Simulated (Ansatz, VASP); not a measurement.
## InGaAs2 in VASP and in Ansatz

```
In Ga As
1.0
     4.04945    0.00000    0.00000
     0.00000    4.04945    0.00000
     0.00000    0.00000    5.62619
In Ga As
1 1 2
Direct
  0.00000 0.00000 0.50000
  0.50000 0.50000 0.00000
  0.50000 0.00000 0.76989
  0.00000 0.50000 0.23011
```

Change from the starting cell: strain -0.025 along x and y, -0.050 along z, atoms carried along.

Alike in both runs: task single point; functional r2SCAN; k mesh 8 × 8 × 6; occupations gaussian, width 0.03 eV; no spin polarisation.

|  | VASP | Ansatz |
| --- | --- | --- |
| version | VASP 6.6.1 | Ansatz 0.2.0 |
| potentials or method | VASP PAW PBE potentials, release 64 (In_d, Ga_d, As), cutoff 520 eV | scalar-relativistic, plane waves, PAW |
| valence electrons in the cell | 36 | 56 |

|  | VASP | Ansatz | Ansatz less VASP |
| --- | --- | --- | --- |
| gap on the k mesh at the Fermi level (eV) | 0.94 | 0.95 | +0.010 |
| least direct gap on the mesh (eV) | 0.94 | 0.95 | +0.010 |
| pressure (GPa) | 8.3 | 8.2 | -0.07 |
| traceless stress, the component that is largest in VASP (GPa) | 0.86 | 0.90 | +0.041 |
| rms of the force components (eV/Å) | 0.054 | 0.057 | +0.0029 |

VASP's potentials were made for PBE, not for r2SCAN. Atom by atom the forces differ by 0.003 eV/Å (rms over components). VASP's potentials hold 36 valence electrons a cell and Ansatz's 56, so a difference there can come from the potentials and not from the codes.
